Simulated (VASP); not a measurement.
A run of VASP 6.6.1 is set up as follows.

Contents of INCAR:

```
SYSTEM = Li
ALGO = Normal ; EDIFF = 1E-6
ENCUT = 520 ; GGA = PS
ISIF = 2 ; ISMEAR = -1
LASPH = .True. ; LCHARG = .False.
LREAL = Auto ; LWAVE = .False.
NBANDS = 38 ; NELM = 80
PREC = Accurate ; SIGMA = 0.16
```

The input KPOINTS:

```
k-points
0
Gamma
  2 2 2
  0 0 0
```

File POSCAR:

```
Li
1.0
    7.3128730000      0.0000000000      0.0000000000
    0.0000000000      7.3128730000      0.0000000000
    0.0000000000      0.0000000000      7.3128730000
Li
16
Direct
    0.0102148636     -0.0488863953      0.0074526113
    0.5749997299      0.0741842502      0.0632993353
   -0.0599490788      0.6281252252      0.0004239100
    0.1002752270     -0.0404492188      0.4528452771
    0.2111345295      0.1879288756      0.1805036133
    0.5710204457      0.4699657713     -0.0783960011
    0.5417296321      0.0628207272      0.5286431202
    0.7828523755      0.3707298076      0.2441721605
   -0.0031451387      0.5942124251      0.5265782682
    0.2698665764      0.6796781511      0.2465925499
    0.2120917456      0.3857991244      0.8438817411
    0.4921184875      0.5625832693      0.5660976199
    0.7079023525      0.7420886429      0.2528691528
    0.8562845273      0.1863016081      0.8331882695
    0.2647933309      0.8375914637      0.8186385843
    0.6909596269      0.7918228581      0.7903733594
```

Potentials or basis: VASP PAW PBE potentials, release 64 (Li_sv).

Launch:

```console
$ cat potpaw_PBE.64/Li_sv/POTCAR > POTCAR
$ mpirun -np 1 vasp_std > vasp.out
```

(1) Predict the largest force.

(2) What does it give for the band gap on the k mesh?

Results:

(1) 0.742 eV/Å.

(2) zero (bands 24 and 25 overlap by 0.70 eV).

Caveat: the k points lie up to 0.43 Å⁻¹ apart, too coarse for converged energies and pressures of a metal; the PAW data sets were made with another functional, which shifts forces and pressure a little.
